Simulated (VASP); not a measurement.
# InAsS4 (F-43m) in VASP: notebook

Runs on InAsS4. Level: PBE. Tasks: single point, relaxation of cell and atoms.

Everything below comes from runs of VASP 6.6.1. Logs are shortened: lines on timing, memory, paths and dates and some standing lists are left out, and cuts for length are marked.

## Step 1: The cell of the first run

The structure is cubic, space group F-43m (No. 216). The conventional cell has a = 7.731 Å, b = 7.731 Å, c = 7.731 Å, α = 90.00°, β = 90.00°, γ = 90.00°. Within 4.2 Å of In (site symmetry -43m) lie 12 S at 3.22 Å and 4 As at 3.35 Å. As (site symmetry -43m) has 12 S at 3.19 Å and 4 In at 3.35 Å within 4.2 Å. S (site symmetry 3m) has 6 S at 2.57 to 2.89 Å and 3 As at 3.19 Å and 3 In at 3.22 Å within 3.4 Å.

## Step 2: Single point, PBE

File INCAR:

```
PREC = Accurate
ENCUT = 520
EDIFF = 1E-7
ISMEAR = 0
SIGMA = 0.1
LREAL = False
LASPH = True
NELM = 80
ALGO = Normal
ISIF = 2
LWAVE = False
LCHARG = True
GGA = PE
LELF = True
LVHAR = True
NBANDS = 30
```

File KPOINTS:

```
Automatic mesh
0
Gamma
  8 8 8
```

File POSCAR:

```
InAsS4
1.0
    0.0000000000      3.8654491022      3.8654491022
    3.8654491022      0.0000000000      3.8654491022
    3.8654491022      3.8654491022      0.0000000000
In As S
1 1 4
Direct
    0.2500000000      0.2500000000      0.2500000000
    0.0000000000      0.0000000000      0.0000000000
    0.6322519767      0.6322519767      0.1032440700
    0.6322519767      0.1032440700      0.6322519767
    0.6322519767      0.6322519767      0.6322519767
    0.1032440700      0.6322519767      0.6322519767
```

Potentials or basis: VASP PAW PBE potentials, release 64 (In_d, As, S).

On the command line:

```
> cat potpaw_PBE.64/In_d/POTCAR potpaw_PBE.64/As/POTCAR potpaw_PBE.64/S/POTCAR > POTCAR
> mpirun -np 1 vasp_std > vasp.out
```

OUTCAR:

```text
PREC = Accurate
   ENCUT = 520
   EDIFF = 1E-7
   ISMEAR = 0
   LREAL = False
   LASPH = True
   NELM = 80
   ISIF = 2
   GGA = PE

 ion  position               nearest neighbor table
   1  0.250  0.250  0.250-   4 3.22   6 3.22   3 3.22   6 3.22   3 3.22   4 3.22   5 3.22   5 3.22
                             5 3.22   3 3.22   4 3.22   6 3.22   2 3.35   2 3.35   2 3.35   2 3.35
   2  0.000  0.000  0.000-   1 3.35   1 3.35   1 3.35   1 3.35
   3  0.632  0.632  0.103-   4 2.57   5 2.57   6 2.57   1 3.22   1 3.22   1 3.22
   4  0.632  0.103  0.632-   3 2.57   5 2.57   6 2.57   1 3.22   1 3.22   1 3.22
   5  0.632  0.632  0.632-   3 2.57   4 2.57   6 2.57   1 3.22   1 3.22   1 3.22
   6  0.103  0.632  0.632-   3 2.57   4 2.57   5 2.57   1 3.22   1 3.22   1 3.22

  LATTYP: Found a face centered cubic cell.
 ALAT       =     7.7308982044

  Lattice vectors:

 A1 = (   0.0000000000,   3.8654491022,   3.8654491022)
 A2 = (   3.8654491022,   0.0000000000,   3.8654491022)
 A3 = (   3.8654491022,   3.8654491022,   0.0000000000)

Analysis of symmetry for initial positions (statically):
=====================================================================
 Subroutine PRICEL returns:
 Original cell was already a primitive cell.

 Routine SETGRP: Setting up the symmetry group for a
 face centered cubic supercell.

 Subroutine GETGRP returns: Found 24 space group operations
 (whereof 24 operations were pure point group operations)
 out of a pool of 48 trial point group operations.

The static configuration has the point symmetry T_d .

Analysis of symmetry for dynamics (positions and initial velocities):
=====================================================================
 Subroutine PRICEL returns:
 Original cell was already a primitive cell.

 Routine SETGRP: Setting up the symmetry group for a
 face centered cubic supercell.

 Subroutine GETGRP returns: Found 24 space group operations
 (whereof 24 operations were pure point group operations)
 out of a pool of 48 trial point group operations.

The dynamic configuration has the point symmetry T_d .

 Subroutine INISYM returns: Found 24 space group operations
 (whereof 24 operations are pure point group operations),
 and found     1 'primitive' translations

----------------------------------------------------------------------------------------

                                     Primitive cell

  volume of cell :     115.5127

  direct lattice vectors                    reciprocal lattice vectors
     0.000000000  3.865449102  3.865449102    -0.129351076  0.129351076  0.129351076
     3.865449102  0.000000000  3.865449102     0.129351076 -0.129351076  0.129351076
     3.865449102  3.865449102  0.000000000     0.129351076  0.129351076 -0.129351076

  length of vectors
     5.466570545  5.466570545  5.466570545     0.224042635  0.224042635  0.224042635

  position of ions in fractional coordinates (direct lattice)
     0.250000000  0.250000000  0.250000000
     0.000000000  0.000000000  0.000000000
     0.632251977  0.632251977  0.103244070
     0.632251977  0.103244070  0.632251977
     0.632251977  0.632251977  0.632251977
     0.103244070  0.632251977  0.632251977

  ion indices of the primitive-cell ions
   primitive index   ion index
                 1           1
                 2           2
                 3           3
                 4           4
                 5           5
                 6           6

----------------------------------------------------------------------------------------

 KPOINTS: Automatic mesh

Automatic generation of k-mesh.
 Grid dimensions read from file:
 generate k-points for:    8    8    8

 Generating k-lattice:

  Cartesian coordinates                     Fractional coordinates (reciprocal lattice)
    -0.016168884  0.016168884  0.016168884     0.125000000  0.000000000  0.000000000
     0.016168884 -0.016168884  0.016168884     0.000000000  0.125000000  0.000000000
     0.016168884  0.016168884 -0.016168884     0.000000000  0.000000000  0.125000000

  Length of vectors
     0.028005329  0.028005329  0.028005329

  Shift w.r.t. Gamma in fractional coordinates (k-lattice)
     0.000000000  0.000000000  0.000000000

 Subroutine IBZKPT returns following result:
 ===========================================

 Found     29 irreducible k-points:

 Following reciprocal coordinates:
            Coordinates               Weight
  0.000000  0.000000  0.000000      1.000000
  0.125000  0.000000  0.000000      8.000000
  0.250000  0.000000  0.000000      8.000000
  0.375000  0.000000  0.000000      8.000000
  0.500000  0.000000  0.000000      4.000000
  0.125000  0.125000  0.000000      6.000000
[... 16 lines left out ...]
  0.500000  0.250000  0.125000     48.000000
 -0.375000  0.250000  0.125000     24.000000
 [... further k-points ...]
   k-points           NKPTS =     29   k-points in BZ     NKDIM =     29   number of bands    NBANDS=     30
   number of dos      NEDOS =    301   number of ions     NIONS =      6
   total plane-waves  NPLWV =  74088
   dimension x,y,z NGX =    42 NGY =   42 NGZ =   42
   dimension x,y,z NGXF=    84 NGYF=   84 NGZF=   84
   ions per type =               1   1   4
   NGX,Y,Z   is equivalent  to a cutoff of  12.77, 12.77, 12.77 a.u.
   NGXF,Y,Z  is equivalent  to a cutoff of  25.55, 25.55, 25.55 a.u.
 SYSTEM =  unknown system
   PREC   = accura    normal or accurate (medium, high low for compatibility)
   ISTART =      0    job   : 0-new  1-cont  2-samecut
   ICHARG =      2    charge: 1-file 2-atom 10-const
   ISPIN  =      1    spin polarized calculation?
   LNONCOLLINEAR =      F non collinear calculations
   LSORBIT =      F    spin-orbit coupling
   LASPH  =      T    aspherical Exc in radial PAW
   ENCUT  =  520.0 eV  38.22 Ry    6.18 a.u.  10.16 10.16 10.16*2*pi/ulx,y,z
   NELM   =     80;   NELMIN=  2; NELMDL= -5     # of ELM steps
   EDIFF  = 0.1E-06   stopping-criterion for ELM
   LREAL  =      F    real-space projection
   EDIFFG = 0.1E-05   stopping-criterion for IOM
   NSW    =      0    number of steps for IOM
   IBRION =     -1    ionic relax: 0-MD 1-quasi-New 2-CG
   NFREE  =      0    steps in history (QN), initial steepest desc. (CG)
   ISIF   =      2    stress and relaxation
   ISYM   =      2    0-nonsym 1-usesym 2-fastsym
   POTIM  = 0.5000    time-step for ionic-motion
   TEBEG  =    0.0;   TEEND  =   0.0 temperature during run
   PSTRESS=    0.0 pullay stress
   NELECT =      42.0000    total number of electrons
   NUPDOWN=      -1.0000    fix difference up-down
   EMIN   =  10.00;   EMAX   =-10.00  energy-range for DOS
   EFERMI =   0.00;   METHOD = LEGACY
   ISMEAR =     0;   SIGMA  =   0.10  broadening in eV -4-tet -1-fermi 0-gaus
   EFERMI_NEDOS =   21; number of points for ismear=-14 and -15
   IALGO  =     38    algorithm
   IMIX   =      4    mixing-type and parameters
     AMIX     =   0.40;   BMIX     =  1.00
     AMIX_MAG =   1.60;   BMIX_MAG =  1.00
  volume/ion in A,a.u.               =      19.25       129.92
  Fermi-wavevector in a.u.,A,eV,Ry     =   1.168462  2.208073 18.576085  1.365304
  Thomas-Fermi vector in A             =   2.304948
   LORBIT       =      0    0 simple, 1 ext, 2 COOP (PROOUT), +10 PAW based schemes
   GGA     = PE    functional components
   LHFCALC =     F    Hartree Fock is set to
   AEXX    =    0.0000 exact exchange contribution
   IVDW    =     0    specifies the selected vdW correction
   LEPSILON=     F    determine dielectric tensor
   LRPA    =     F    only Hartree local field effects (RPA)
 non-spin polarized calculation
 Gauss-broadening in eV      SIGMA  =   0.10
  energy-cutoff  :      520.00
  volume of cell :      115.51
 maximum number of plane-waves:      3138
 NGX is ok and might be reduce to    42
   NGX = 21   NGY = 21   NGZ = 21

 number of electron      42.0000005 magnetization

 Free energy of the ion-electron system (eV)
  ---------------------------------------------------
  ext. energy  EPLUGINS =         0.00000000
  ---------------------------------------------------
  free energy    TOTEN  =       -18.56984162 eV

  energy without entropy =      -18.54692683  energy(sigma->0) =      -18.55838423

 E-fermi :   6.6507     XC(G=0): -10.5454

 val. band max:        6.6497623728   @ k =  -0.3750   0.5000   0.1250
 cond. band min:       6.6674925576   @ k =  -0.2500   0.3750   0.1250
 fundamental gap:      0.0177301848
 Fermi energy:         6.6507096246

 k-point     1 :       0.0000    0.0000    0.0000
  band No.  band energies     occupation
      1      -9.4200      2.00000
      2      -7.5164      2.00000
      3      -7.5164      2.00000
      4      -7.5164      2.00000
      5      -7.5029      2.00000
      6      -7.5029      2.00000
[... 22 lines left out ...]
     29      11.9627      0.00000
     30      13.5392      0.00000

 k-point     2 :       0.1250    0.0000    0.0000
  band No.  band energies     occupation
      1      -9.3493      2.00000
      2      -7.5196      2.00000
      3      -7.5172      2.00000
      4      -7.5172      2.00000
      5      -7.5035      2.00000
      6      -7.5035      2.00000
[... 22 lines left out ...]
     29      11.8690      0.00000
     30      13.8942      0.00000

 k-point     3 :       0.2500    0.0000    0.0000
  band No.  band energies     occupation
      1      -9.1530      2.00000
      2      -7.5301      2.00000
      3      -7.5224      2.00000
      4      -7.5224      2.00000
      5      -7.5016      2.00000
      6      -7.5016      2.00000
[... 22 lines left out ...]
     29      11.6395      0.00000
     30      14.2478      0.00000

 k-point     4 :       0.3750    0.0000    0.0000
  band No.  band energies     occupation
      1      -8.8974      2.00000
      2      -7.5516      2.00000
      3      -7.5296      2.00000
      4      -7.5296      2.00000
      5      -7.4979      2.00000
      6      -7.4979      2.00000
[... 616 lines left out ...]
     29      11.5518      0.00000
     30      14.7694      0.00000

 k-point    23 :       0.5000    0.2500    0.1250
  band No.  band energies     occupation
      1      -8.7607      2.00000
      2      -7.5731      2.00000
      3      -7.5228      2.00000
      4      -7.5134      2.00000
      5      -7.4988      2.00000
      6      -7.4814      2.00000
[... 22 lines left out ...]
     29      11.4774      0.00000
     30      14.2233      0.00000

 k-point    24 :      -0.3750    0.2500    0.1250
  band No.  band energies     occupation
      1      -8.6403      2.00000
      2      -7.5861      2.00000
      3      -7.5250      2.00000
      4      -7.5131      2.00000
      5      -7.4966      2.00000
      6      -7.4728      2.00000
[... 22 lines left out ...]
     29      11.5050      0.00000
     30      14.3224      0.00000

 [... further k-points ...]

------------------------ aborting loop because EDIFF is reached ----------------------------------------

  FORCE on cell =-STRESS in cart. coord.  units (eV):
  Direction    XX          YY          ZZ          XY          YZ          ZX
  --------------------------------------------------------------------------------------
  -------------------------------------------------------------------------------------
  Total       -0.0782171     -0.0782171     -0.0782171      0.0000000      0.0000000      0.0000000
  in kB       -1.0848820     -1.0848820     -1.0848820      0.0000000      0.0000000      0.0000000
  external PRESSURE =      -1.0848820 kB  Pullay stress =       0.0000000 kB

 VOLUME and BASIS-vectors are now :
 -----------------------------------------------------------------------------
  energy-cutoff  :      520.00
  volume of cell :      115.51
      direct lattice vectors                 reciprocal lattice vectors
     0.000000000  3.865449102  3.865449102    -0.129351076  0.129351076  0.129351076
     3.865449102  0.000000000  3.865449102     0.129351076 -0.129351076  0.129351076
     3.865449102  3.865449102  0.000000000     0.129351076  0.129351076 -0.129351076

 POSITION                                       TOTAL-FORCE (eV/Angst)
 -----------------------------------------------------------------------------------
      1.93272      1.93272      1.93272         0.000000      0.000000      0.000000
      0.00000      0.00000      0.00000         0.000000      0.000000      0.000000
      2.84302      2.84302      4.88788        -0.010850     -0.010850      0.010850
      2.84302      4.88788      2.84302        -0.010850      0.010850     -0.010850
      4.88788      4.88788      4.88788         0.010850      0.010850      0.010850
      4.88788      2.84302      2.84302         0.010850     -0.010850     -0.010850
 -----------------------------------------------------------------------------------
    total drift:                               -0.000001     -0.000001     -0.000001

  FREE ENERGIE OF THE ION-ELECTRON SYSTEM (eV)
  ---------------------------------------------------
  free  energy   TOTEN  =       -18.5698416239 eV

  energy  without entropy=      -18.5469268324  energy(sigma->0) =      -18.55838423
```

It took 67 s on 1 thread of Intel Xeon 6975P-C (Granite Rapids), shared host; peak memory 0.3 GiB.

Results:

| Item | Value |
| --- | --- |
| Free energy | -18.5698 eV |
| Pressure | -0.1 GPa |
| Largest force | 0.019 eV/Å |
| Band gap on the k mesh | zero (band 21 reaches 7.57 eV, above the bottom of band 22 at 6.38 eV) |

Forces on the atoms (eV/Å):
```
In   0.000  0.000  0.000
As   0.000  0.000  0.000
S   -0.011 -0.011  0.011
S   -0.011  0.011 -0.011
S    0.011  0.011  0.011
S    0.011 -0.011 -0.011
```

Caveat: spin-orbit coupling is left out, which moves the levels of the heavy elements.

## Step 3: Relaxation of cell and atoms, PBE

This run uses another cell than the first one, of 19.66 Å³/atom, 1.021 times its volume.

File INCAR:

```
PREC = Accurate
ENCUT = 600
EDIFF = 1E-6
ISMEAR = 0
SIGMA = 0.1
LREAL = F
LASPH = T
NELM = 80
ALGO = Normal
ISIF = 3
LWAVE = F
LCHARG = F
GGA = PE
IBRION = 2
NSW = 100
EDIFFG = -0.01
```

File KPOINTS:

```
regular mesh
0
Gamma
  8 8 8
```

File POSCAR:

```
InAsS4
1.0
    0.0000000000      3.8924203649      3.8924203649
    3.8924203649      0.0000000000      3.8924203649
    3.8924203649      3.8924203649      0.0000000000
In As S
1 1 4
Direct
    0.2500000000      0.2500000000      0.2500000000
    0.0000000000      0.0000000000      0.0000000000
    0.6155849545      0.6155849545      0.1532451364
    0.6155849545      0.1532451364      0.6155849545
    0.6155849545      0.6155849545      0.6155849545
    0.1532451364      0.6155849545      0.6155849545
```

Potentials or basis: VASP PAW PBE potentials, release 64 (In_d, As, S).

On the command line:

```
> cat potpaw_PBE.64/In_d/POTCAR potpaw_PBE.64/As/POTCAR potpaw_PBE.64/S/POTCAR > POTCAR
> mpirun -np 1 vasp_std > vasp.out
```

It took 14 min on 1 thread of Intel Xeon 6975P-C (Granite Rapids), shared host; peak memory 0.39 GiB.

Results (log left out):

```
Free energy                            : -18.5710 eV
Relaxed volume                         : 19.24 Å³/atom
Relaxed cell                           : a = 5.466 Å, b = 5.466 Å, c = 5.466 Å, α = 60.00°, β = 60.00°, γ = 60.00°
Space group after relaxing (to 0.05 Å) : F-43m (No. 216)
Energy gained by relaxing              : 15.0 meV/atom
Ionic steps                            : 17
Pressure after relaxing                : 0.0 GPa
Largest force after relaxing           : 0.006 eV/Å
Band gap on the k mesh                 : zero (band 21 reaches 7.58 eV, above the bottom of band 22 at 6.39 eV)
```

Forces on the atoms (eV/Å):
```
In   0.000  0.000  0.000
As   0.000  0.000  0.000
S   -0.004 -0.004  0.004
S   -0.004  0.004 -0.004
S    0.004  0.004  0.004
S    0.004 -0.004 -0.004
```

The path:
```
step  energy change (eV)  largest force (eV/Å)  pressure (GPa)  volume (Å³)
   1              0.0000                0.2857           -0.76       117.95
   2             -0.0203                0.2657           -0.26       116.36
   3             -0.0410                0.2061            1.50       112.01
   4             -0.0523                0.1572            1.26       112.17
   5             -0.0724                0.0600            0.79       112.68
   6             -0.0840                0.0192            0.56       113.69
   7              0.0980                1.0155            2.77       115.73
   8             -0.0847                0.0196            0.58       113.75
   9             -0.0719                0.2227            1.12       114.74
  10             -0.0860                0.0162            0.60       113.88
  11             -0.0866                0.0495            0.75       114.31
  12             -0.0872                0.0011            0.65       114.07
  13             -0.0873                0.0183            0.69       114.18
  14             -0.0889                0.0329           -0.35       116.02
  15             -0.0899                0.0145            0.04       115.30
  16             -0.0900                0.0129            0.04       115.34
  17             -0.0902                0.0064            0.02       115.47
```

Final structure:
```
In As S
1.0
     0.00000    3.86492    3.86492
     3.86492    0.00000    3.86492
     3.86492    3.86492    0.00000
In As S
1 1 4
Direct
  0.25000 0.25000 0.25000
  0.00000 0.00000 0.00000
  0.63268 0.63268 0.10195
  0.63268 0.10195 0.63268
  0.63268 0.63268 0.63268
  0.10195 0.63268 0.63268
```

Levels at points of the mesh, in eV from the Fermi level:
```tsv
k point	band 19	band 20	band 21	band 22	band 23	band 24
(0.00, 0.00, 0.00)	-1.44	-1.44	0.92	0.92	0.92	1.81
(0.50, 0.00, 0.00)	-2.31	-1.09	0.15	0.66	0.66	0.98
(0.50, 0.50, 0.00)	-1.74	-1.58	-0.62	0.20	0.68	0.68
```

Caveat: spin-orbit coupling is left out, which moves the levels of the heavy elements.
